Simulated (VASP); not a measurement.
# CaAl15N15 (a cell with a defect) in VASP: relaxation of the atoms with PBE

Aim: the relaxation of the atoms of CaAl15N15 (a cell with a defect) with PBE.

Everything below comes from runs of VASP 6.6.1. Logs are shortened: lines on timing, memory, paths and dates and some standing lists are left out, and cuts for length are marked.

**1. The cell of the first run**

The cell holds a defect, 31 atoms: a = 6.260 Å, b = 6.260 Å, c = 10.035 Å, α = 90.00°, β = 90.00°, γ = 120.00°.

**2. Relaxation of the atoms, PBE**

INCAR reads:

```
  PREC = Accurate
  ENCUT = 520
  EDIFF = 1E-6
  ISMEAR = 0
  SIGMA = 0.01
  LREAL = Auto
  LASPH = True
  NELM = 60
  ALGO = Normal
  ISIF = 2
  LWAVE = False
  LCHARG = False
  GGA = PE
  IBRION = 2
  NSW = 100
  EDIFFG = -0.03
  NELECT = 128.0
```

KPOINTS reads:

```
Automatic mesh
0
Gamma
  1 1 1
  0.25 0.25 0.25
```

POSCAR reads:

```
CaAl15N15
1.0
    6.2595139100      0.0000000600      0.0000000000
   -3.1297570100      5.4208980300      0.0000000000
    0.0000000000      0.0000000000     10.0348065900
Al Ca N
15 1 15
Direct
    0.3333333300      0.1666666700      0.2496176900
    0.3333333300      0.1666666700      0.7496176900
    0.1666666700      0.3333333300      0.9996176900
    0.3333333300      0.6666666700      0.2496176900
    0.1666666700      0.8333333300      0.4996176900
    0.3333333300      0.6666666700      0.7496176900
    0.1666666700      0.8333333300      0.9996176900
    0.8333333300      0.1666666700      0.2496176900
    0.6666666700      0.3333333300      0.4996176900
    0.8333333300      0.1666666700      0.7496176900
    0.6666666700      0.3333333300      0.9996176900
    0.8333333300      0.6666666700      0.2496176900
    0.6666666700      0.8333333300      0.4996176900
    0.8333333300      0.6666666700      0.7496176900
    0.6666666700      0.8333333300      0.9996176900
    0.1666666700      0.3333333300      0.4996176900
    0.1666666700      0.3333333300      0.1903823100
    0.3333333300      0.1666666700      0.9403823100
    0.1666666700      0.3333333300      0.6903823100
    0.3333333300      0.6666666700      0.4403823100
    0.1666666700      0.8333333300      0.1903823100
    0.3333333300      0.6666666700      0.9403823100
    0.1666666700      0.8333333300      0.6903823100
    0.8333333300      0.1666666700      0.4403823100
    0.6666666700      0.3333333300      0.1903823100
    0.8333333300      0.1666666700      0.9403823100
    0.6666666700      0.3333333300      0.6903823100
    0.8333333300      0.6666666700      0.4403823100
    0.6666666700      0.8333333300      0.1903823100
    0.8333333300      0.6666666700      0.9403823100
    0.6666666700      0.8333333300      0.6903823100
```

Potentials or basis: VASP PAW PBE potentials, release 64 (Al, Ca_sv, N).

Launch:

```console
$ cat potpaw_PBE.64/Al/POTCAR potpaw_PBE.64/Ca_sv/POTCAR potpaw_PBE.64/N/POTCAR > POTCAR
$ mpirun -np 1 vasp_std > vasp.out
```

OUTCAR:

```text
PREC = Accurate
   ENCUT = 520
   EDIFF = 1E-6
   ISMEAR = 0
   LREAL = Auto
   LASPH = True
   NELM = 60
   ISIF = 2
   GGA = PE
   IBRION = 2
   NSW = 100
   EDIFFG = -0.03
   NELECT = 128.0

 ion  position               nearest neighbor table
   1  0.333  0.167  0.250-  17 1.90  25 1.90  21 1.90  16 3.09   3 3.09   9 3.09  11 3.09   5 3.09
                             7 3.09  12 3.13  12 3.13   8 3.13   8 3.13   4 3.13   4 3.13
   2  0.333  0.167  0.750-  19 1.90  27 1.90  23 1.90  18 1.91   3 3.09  16 3.09  11 3.09   9 3.09
                             7 3.09   5 3.09  14 3.13  14 3.13  10 3.13  10 3.13   6 3.13   6 3.13
   3  0.167  0.333  1.000-  18 1.90  26 1.90  22 1.90  17 1.91   1 3.09   2 3.09   8 3.09  10 3.09
                             4 3.09   6 3.09  15 3.13  15 3.13  11 3.13  11 3.13   7 3.13   7 3.13
   4  0.333  0.667  0.250-  21 1.90  29 1.90  17 1.90  20 1.91   5 3.09   7 3.09  13 3.09  15 3.09
                             3 3.09  16 3.09   8 3.13   8 3.13  12 3.13  12 3.13   1 3.13   1 3.13
   5  0.167  0.833  0.500-  20 1.90  28 1.90  23 1.91   6 3.09   4 3.09  14 3.09  12 3.09   2 3.09
                             1 3.09   9 3.13   9 3.13  13 3.13  13 3.13  16 3.13  16 3.13
   6  0.333  0.667  0.750-  23 1.90  31 1.90  19 1.90  22 1.91   5 3.09   7 3.09  13 3.09  15 3.09
                             3 3.09  16 3.09  10 3.13  10 3.13  14 3.13  14 3.13   2 3.13   2 3.13
   7  0.167  0.833  1.000-  22 1.90  30 1.90  18 1.90  21 1.91   4 3.09   6 3.09  12 3.09  14 3.09
                             1 3.09   2 3.09  11 3.13  11 3.13  15 3.13  15 3.13   3 3.13   3 3.13
   8  0.833  0.167  0.250-  25 1.90  17 1.90  29 1.90  24 1.91   9 3.09  11 3.09   3 3.09  16 3.09
                            15 3.09  13 3.09   4 3.13   4 3.13   1 3.13   1 3.13  12 3.13  12 3.13
   9  0.667  0.333  0.500-  24 1.90  28 1.90  27 1.91  10 3.09   8 3.09   2 3.09   1 3.09  14 3.09
[... 16 lines left out ...]
  18  0.333  0.167  0.940-   3 1.90  11 1.90   7 1.90   2 1.91
  19  0.167  0.333  0.690-   2 1.90  10 1.90   6 1.90  16 1.91
  20  0.333  0.667  0.440-   5 1.90  13 1.90  16 1.90   4 1.91
  21  0.167  0.833  0.190-   4 1.90  12 1.90   1 1.90   7 1.91
  22  0.333  0.667  0.940-   7 1.90  15 1.90   3 1.90   6 1.91
  23  0.167  0.833  0.690-   6 1.90  14 1.90   2 1.90   5 1.91
  24  0.833  0.167  0.440-   9 1.90  16 1.90  13 1.90   8 1.91
  25  0.667  0.333  0.190-   8 1.90   1 1.90  12 1.90  11 1.91
  26  0.833  0.167  0.940-  11 1.90   3 1.90  15 1.90  10 1.91
  27  0.667  0.333  0.690-  10 1.90   2 1.90  14 1.90   9 1.91
  28  0.833  0.667  0.440-  13 1.90   5 1.90   9 1.90  12 1.91
  29  0.667  0.833  0.190-  12 1.90   4 1.90   8 1.90  15 1.91
  30  0.833  0.667  0.940-  15 1.90   7 1.90  11 1.90  14 1.91
  31  0.667  0.833  0.690-  14 1.90   6 1.90  10 1.90  13 1.91

  LATTYP: Found a hexagonal cell.
 ALAT       =     6.2595139100
 C/A-ratio  =     1.6031287308

  Lattice vectors:

 A1 = (   6.2595139100,   0.0000000600,   0.0000000000)
 A2 = (  -3.1297570100,   5.4208980300,   0.0000000000)
 A3 = (   0.0000000000,   0.0000000000,  10.0348065900)

Analysis of symmetry for initial positions (statically):
=====================================================================
 Subroutine PRICEL returns:
 Original cell was already a primitive cell.

 Routine SETGRP: Setting up the symmetry group for a
 hexagonal supercell.

 Subroutine GETGRP returns: Found  2 space group operations
 (whereof  1 operations were pure point group operations)
 out of a pool of 24 trial point group operations.

The static configuration has the point symmetry C_1 .
 The point group associated with its full space group is C_1h.

Analysis of symmetry for dynamics (positions and initial velocities):
=====================================================================
 Subroutine PRICEL returns:
 Original cell was already a primitive cell.

 Routine SETGRP: Setting up the symmetry group for a
 hexagonal supercell.

 Subroutine GETGRP returns: Found  2 space group operations
 (whereof  1 operations were pure point group operations)
 out of a pool of 24 trial point group operations.

The dynamic configuration has the point symmetry C_1 .
 The point group associated with its full space group is C_1h.

 Subroutine INISYM returns: Found  2 space group operations
 (whereof  1 operations are pure point group operations),
 and found     1 'primitive' translations

----------------------------------------------------------------------------------------

                                     Primitive cell

  volume of cell :     340.5029

  direct lattice vectors                    reciprocal lattice vectors
     6.259513910  0.000000060  0.000000000     0.159756813  0.092235641  0.000000000
[... 101 lines left out ...]
  0.250000  0.250000  0.250000      4.000000
 -0.250000  0.500000  0.250000      4.000000
  0.250000  0.500000  0.250000      4.000000
   k-points           NKPTS =      3   k-points in BZ     NKDIM =      3   number of bands    NBANDS=     80
   number of dos      NEDOS =    301   number of ions     NIONS =     31
   total plane-waves  NPLWV = 184320
   dimension x,y,z NGX =    48 NGY =   48 NGZ =   80
   dimension x,y,z NGXF=    96 NGYF=   96 NGZF=  160
   ions per type =              15   1  15
   NGX,Y,Z   is equivalent  to a cutoff of  12.75, 12.75, 13.25 a.u.
   NGXF,Y,Z  is equivalent  to a cutoff of  25.50, 25.50, 26.51 a.u.
 SYSTEM =  unknown system
   PREC   = accura    normal or accurate (medium, high low for compatibility)
   ISTART =      0    job   : 0-new  1-cont  2-samecut
   ICHARG =      2    charge: 1-file 2-atom 10-const
   ISPIN  =      1    spin polarized calculation?
   LNONCOLLINEAR =      F non collinear calculations
   LSORBIT =      F    spin-orbit coupling
   LASPH  =      T    aspherical Exc in radial PAW
   ENCUT  =  520.0 eV  38.22 Ry    6.18 a.u.  11.64 11.64 18.66*2*pi/ulx,y,z
   NELM   =     60;   NELMIN=  2; NELMDL= -5     # of ELM steps
   EDIFF  = 0.1E-05   stopping-criterion for ELM
   LREAL  =      T    real-space projection
   EDIFFG = -.3E-01   stopping-criterion for IOM
   NSW    =    100    number of steps for IOM
   IBRION =      2    ionic relax: 0-MD 1-quasi-New 2-CG
   NFREE  =      1    steps in history (QN), initial steepest desc. (CG)
   ISIF   =      2    stress and relaxation
   ISYM   =      2    0-nonsym 1-usesym 2-fastsym
   POTIM  = 0.5000    time-step for ionic-motion
   TEBEG  =    0.0;   TEEND  =   0.0 temperature during run
   PSTRESS=    0.0 pullay stress
   NELECT =     128.0000    total number of electrons
   NUPDOWN=      -1.0000    fix difference up-down
   EMIN   =  10.00;   EMAX   =-10.00  energy-range for DOS
   EFERMI =   0.00;   METHOD = LEGACY
   ISMEAR =     0;   SIGMA  =   0.01  broadening in eV -4-tet -1-fermi 0-gaus
   EFERMI_NEDOS =   21; number of points for ismear=-14 and -15
   IALGO  =     38    algorithm
   IMIX   =      4    mixing-type and parameters
     AMIX     =   0.40;   BMIX     =  1.00
     AMIX_MAG =   1.60;   BMIX_MAG =  1.00
  volume/ion in A,a.u.               =      10.98        74.12
  Fermi-wavevector in a.u.,A,eV,Ry     =   1.181511  2.232733 18.993310  1.395969
  Thomas-Fermi vector in A             =   2.317783
   LORBIT       =      0    0 simple, 1 ext, 2 COOP (PROOUT), +10 PAW based schemes
   GGA     = PE    functional components
   LHFCALC =     F    Hartree Fock is set to
   AEXX    =    0.0000 exact exchange contribution
   IVDW    =     0    specifies the selected vdW correction
   LEPSILON=     F    determine dielectric tensor
   LRPA    =     F    only Hartree local field effects (RPA)
 conjugate gradient relaxation of ions
 non-spin polarized calculation
 Gauss-broadening in eV      SIGMA  =   0.01
  energy-cutoff  :      520.00
  volume of cell :      340.50
 maximum number of plane-waves:      9148
 NGX is ok and might be reduce to    48
   NGX = 23   NGY = 23   NGZ = 37

--------------------------------------- Ionic step        1  -------------------------------------------

 number of electron     127.9999981 magnetization

 Free energy of the ion-electron system (eV)
  ---------------------------------------------------
  ext. energy  EPLUGINS =         0.00000000
  ---------------------------------------------------
  free energy    TOTEN  =      -234.34241803 eV

  energy without entropy =     -234.34241801  energy(sigma->0) =     -234.34241802

------------------------ aborting loop because EDIFF is reached ----------------------------------------

  FORCE on cell =-STRESS in cart. coord.  units (eV):
  Direction    XX          YY          ZZ          XY          YZ          ZX
  --------------------------------------------------------------------------------------
  -------------------------------------------------------------------------------------
  Total      -12.1810952     -6.8565942     -4.7089390      4.6111529     -1.5209989      2.6344484
  in kB      -57.3160250    -32.2625117    -22.1570933     21.6969780     -7.1567957     12.3959387
  external PRESSURE =     -37.2452100 kB  Pullay stress =       0.0000000 kB
[... 176 lines left out ...]
  FREE ENERGIE OF THE ION-ELECTRON SYSTEM (eV)
  ---------------------------------------------------
  free  energy   TOTEN  =      -237.5022899309 eV

  energy  without entropy=     -237.5022899309  energy(sigma->0) =     -237.50228993

[... ionic steps 4 to 25 ...]

--------------------------------------- Ionic step       26  -------------------------------------------

 number of electron     127.9999998 magnetization

------------------------ aborting loop because EDIFF is reached ----------------------------------------
[... 125 lines left out ...]
--------------------------------------- Ionic step       28  -------------------------------------------

 number of electron     127.9999998 magnetization

 Free energy of the ion-electron system (eV)
  ---------------------------------------------------
  ext. energy  EPLUGINS =         0.00000000
  ---------------------------------------------------
  free energy    TOTEN  =      -239.43107051 eV

  energy without entropy =     -239.43107051  energy(sigma->0) =     -239.43107051

 E-fermi :   5.7847     XC(G=0): -10.6667

 val. band max:        5.7336444471   @ k =  -0.2500   0.5000   0.2500
 cond. band min:       8.0117501299   @ k =  -0.2500   0.5000   0.2500
 fundamental gap:      2.2781056828
 Fermi energy:         5.7847120142

 k-point     1 :       0.2500    0.2500    0.2500
  band No.  band energies     occupation
      1     -32.6589      2.00000
      2     -13.9464      2.00000
      3     -13.8922      2.00000
      4     -13.7434      2.00000
      5      -8.7591      2.00000
      6      -8.4878      2.00000
[... 226 lines left out ...]
     75      12.3139      0.00000
     76      12.4047      0.00000
 [bands above 76 left out]

------------------------ aborting loop because EDIFF is reached ----------------------------------------

  FORCE on cell =-STRESS in cart. coord.  units (eV):
  Direction    XX          YY          ZZ          XY          YZ          ZX
  --------------------------------------------------------------------------------------
  -------------------------------------------------------------------------------------
  Total      -10.5178165     -7.7739929     -5.9921532      2.3762209     -0.3968858      0.6874263
  in kB      -49.4897565    -36.5791716    -28.1950348     11.1808940     -1.8674770      3.2345650
  external PRESSURE =     -38.0879876 kB  Pullay stress =       0.0000000 kB
[... 46 lines left out ...]
  FREE ENERGIE OF THE ION-ELECTRON SYSTEM (eV)
  ---------------------------------------------------
  free  energy   TOTEN  =      -239.4310705127 eV

  energy  without entropy=     -239.4310705127  energy(sigma->0) =     -239.43107051

 reached required accuracy - stopping structural energy minimisation
```

It took 39 min on 1 thread of Intel Xeon Platinum 8488C (Sapphire Rapids), shared host; peak memory 0.51 GiB.

Results:

```
Free energy                  : -239.4311 eV
Energy gained by relaxing    : 164.2 meV/atom
Ionic steps                  : 28
Largest force after relaxing : 0.019 eV/Å
```

Forces on the atoms (eV/Å):
```
Al  -0.015  0.009 -0.009
Al   0.007 -0.004 -0.004
Al   0.001 -0.001 -0.010
Al   0.000 -0.008 -0.002
Al   0.008  0.009 -0.006
Al   0.004  0.007 -0.002
Al   0.001  0.002  0.000
Al   0.007  0.004 -0.002
Al  -0.004 -0.012 -0.006
Al  -0.004 -0.007 -0.002
Al  -0.001 -0.002  0.000
Al  -0.002  0.001  0.000
Al   0.001  0.000  0.002
Al  -0.006  0.003 -0.009
Al   0.003 -0.002  0.000
Ca   0.010 -0.005  0.014
N    0.001  0.000  0.008
N    0.005 -0.003  0.013
N   -0.002  0.001  0.003
N    0.000 -0.005  0.005
N   -0.007 -0.002  0.005
N   -0.005  0.007 -0.005
N    0.009 -0.002 -0.001
N    0.004  0.003  0.005
N   -0.002  0.007  0.005
N   -0.009  0.001 -0.005
N    0.006 -0.007 -0.001
N   -0.003  0.002  0.010
N    0.001  0.000 -0.002
N   -0.002  0.001 -0.004
N   -0.005  0.003 -0.005
```

Step by step:
| step | energy change (eV) | largest force (eV/Å) | pressure (GPa) |
| --- | --- | --- | --- |
| 1 | 0.0000 | 6.4249 | -3.72 |
| 2 | -3.0422 | 2.5380 | -3.85 |
| 3 | -3.1599 | 2.6605 | -4.24 |
| 4 | -4.0615 | 1.7590 | -3.60 |
| 5 | -4.2017 | 1.5442 | -3.20 |
| 6 | -4.5861 | 1.6478 | -2.80 |
| 7 | -4.5999 | 1.1578 | -2.91 |
| 8 | -4.8457 | 0.7787 | -3.18 |
| 9 | -4.8547 | 0.7315 | -3.22 |
| 10 | -5.0049 | 0.3718 | -3.55 |
| 11 | -5.0071 | 0.3705 | -3.58 |
| 12 | -5.0483 | 0.3216 | -3.79 |
| 13 | -5.0493 | 0.2688 | -3.77 |
| 14 | -5.0661 | 0.2018 | -3.77 |
| 15 | -5.0661 | 0.2018 | -3.77 |
| 16 | -5.0747 | 0.1775 | -3.79 |
| 17 | -5.0747 | 0.1880 | -3.79 |
| 18 | -5.0798 | 0.0992 | -3.78 |
| 19 | -5.0798 | 0.0991 | -3.78 |
| 20 | -5.0831 | 0.0714 | -3.80 |
| 21 | -5.0837 | 0.0942 | -3.80 |
| 22 | -5.0861 | 0.0636 | -3.81 |
| 23 | -5.0867 | 0.0676 | -3.82 |
| 24 | -5.0879 | 0.0476 | -3.82 |
| 25 | -5.0880 | 0.0612 | -3.82 |
| 26 | -5.0884 | 0.0345 | -3.81 |
| 27 | -5.0884 | 0.0354 | -3.81 |
| 28 | -5.0887 | 0.0192 | -3.81 |

Final structure:
```yaml
crystal:
  lattice:
    - [6.25951, 0.00000, 0.00000]
    - [-3.12976, 5.42090, 0.00000]
    - [0.00000, 0.00000, 10.03481]
  atoms:
    - { symbol: Al, position: [0.33103, 0.16897, 0.17841] }
    - { symbol: Al, position: [0.32907, 0.17093, 0.76243] }
    - { symbol: Al, position: [0.15632, 0.34368, 0.99749] }
    - { symbol: Al, position: [0.33478, 0.67803, 0.24764] }
    - { symbol: Al, position: [0.14466, 0.76736, 0.51736] }
    - { symbol: Al, position: [0.33444, 0.66384, 0.75457] }
    - { symbol: Al, position: [0.15543, 0.82107, 0.99740] }
    - { symbol: Al, position: [0.82197, 0.16522, 0.24764] }
    - { symbol: Al, position: [0.73264, 0.35534, 0.51736] }
    - { symbol: Al, position: [0.83616, 0.16556, 0.75457] }
    - { symbol: Al, position: [0.67893, 0.34457, 0.99740] }
    - { symbol: Al, position: [0.82930, 0.67070, 0.25023] }
    - { symbol: Al, position: [0.66151, 0.83849, 0.50520] }
    - { symbol: Al, position: [0.82678, 0.67322, 0.75348] }
    - { symbol: Al, position: [0.66387, 0.83613, 0.00256] }
    - { symbol: Ca, position: [0.21027, 0.28973, 0.47490] }
    - { symbol: N, position: [0.16161, 0.33839, 0.19473] }
    - { symbol: N, position: [0.33091, 0.16909, 0.95813] }
    - { symbol: N, position: [0.16659, 0.33341, 0.70078] }
    - { symbol: N, position: [0.34492, 0.68930, 0.43427] }
    - { symbol: N, position: [0.15825, 0.83129, 0.18918] }
    - { symbol: N, position: [0.33318, 0.67196, 0.94241] }
    - { symbol: N, position: [0.16693, 0.83969, 0.69519] }
    - { symbol: N, position: [0.81070, 0.15508, 0.43427] }
    - { symbol: N, position: [0.66871, 0.34175, 0.18918] }
    - { symbol: N, position: [0.82804, 0.16682, 0.94241] }
    - { symbol: N, position: [0.66031, 0.33307, 0.69519] }
    - { symbol: N, position: [0.83160, 0.66840, 0.44405] }
    - { symbol: N, position: [0.66498, 0.83502, 0.18992] }
    - { symbol: N, position: [0.82917, 0.67083, 0.93921] }
    - { symbol: N, position: [0.66359, 0.83641, 0.69206] }
```

Caveat: the k points lie up to 0.58 Å⁻¹ apart; the cell carries a net charge on a neutralising background, which shifts energy and pressure; the cell is charged against a uniform background, so pressure and absolute levels hang on convention.
